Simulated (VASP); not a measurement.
Here is a VASP 6.6.1 calculation.

Contents of POSCAR:

```
MgO
1.0
    2.0490258035      2.0490258035      0.0000000000
   -2.0490258035      2.0490258035      0.0000000000
    0.0000000000      2.0490258035      2.0490258035
Mg O
1 1
Direct
    0.0000000000      0.0000000000      0.0000000000
    0.5000000000      0.5000000000      0.0000000000
```

Contents of INCAR.step1:

```
SYSTEM = MgO
PREC = Accurate ; ENCUT = 520
ISMEAR = 0 ; SIGMA = 0.01
LREAL = .FALSE. ; LASPH = .TRUE.
NELM = 100 ; NBANDS = 11
GGA = PE ; ALGO = Normal
EDIFF = 1E-4 ; LWAVE = .TRUE.
LCHARG = .FALSE.
```

The input INCAR.step2:

```
SYSTEM = MgO
PREC = Accurate ; ENCUT = 520
EDIFF = 1E-6 ; ISMEAR = 0
SIGMA = 0.01 ; LREAL = .FALSE.
LASPH = .TRUE. ; NELM = 100
ALGO = Normal ; ISIF = 2
LWAVE = .FALSE. ; LCHARG = .TRUE.
METAGGA = R2SCAN ; LMIXTAU = .TRUE.
LELF = .TRUE. ; LVHAR = .TRUE.
NBANDS = 11 ; ISTART = 1
```

File KPOINTS:

```
regular mesh
0
G
  10 10 10
  0 0 0
```

Potentials or basis: VASP PAW PBE potentials, release 64 (Mg, O).

Run with:

```bash
$ cat potpaw_PBE.64/Mg/POTCAR potpaw_PBE.64/O/POTCAR > POTCAR
$ cp INCAR.step1 INCAR
$ mpirun -np 1 vasp_std > vasp.out
$ cp INCAR.step2 INCAR
$ mpirun -np 1 vasp_std > vasp.out
```

**Question.** Predict the band gap on the k mesh.

**Answer.** 6.48 eV.

**Question.** Predict the pressure.

**Answer.** 13.9 GPa.

Caveat: the cell stands under pressure; the PAW data sets were made with another functional, which shifts forces and pressure a little. r2SCAN opens gaps a little over a GGA but as a rule still falls short of measured ones.
